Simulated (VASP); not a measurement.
Runs of VASP 6.6.1 on SbMo (rocksalt type). The structure is that of space group Fm-3m (No. 225), or close to it. The cells are those of the table. 

```tsv
task	cell	k mesh for the DOS	occupations for the DOS	gap on the mesh (eV)	pressure (GPa)
single point	a = 3.231 Å, angles 60.0°, 2 atoms	-	-	none	230.3
single point	a = 3.402 Å, angles 60.0°, 2 atoms	-	-	none	(a)
single point	a = 3.699 Å, angles 60.0°, 2 atoms	-	-	none	19.9
single point	a = 3.041 Å, angles 60.0°, 2 atoms	-	-	none	460.7
single point	a = 3.831 Å, angles 60.0°, 2 atoms	-	-	none	(b)
```

Alike in all rows: level LDA; potentials or basis VASP PAW LDA potentials, release 64 (Mo_sv, Sb); no spin polarisation; k mesh 13 × 13 × 13; cutoff (eV) 520; smearing fermi-dirac 0.1 eV.

Task: Fill in the values left out.

Result: (a) 115.4; (b) 0.4.

Caveats: spin-orbit coupling is left out, which moves the levels of the heavy elements.

A k mesh can miss the band edges, and the runs leave out spin-orbit coupling on Mo, Sb.

A gap of «none» marks levels without a gap at the run's occupations.
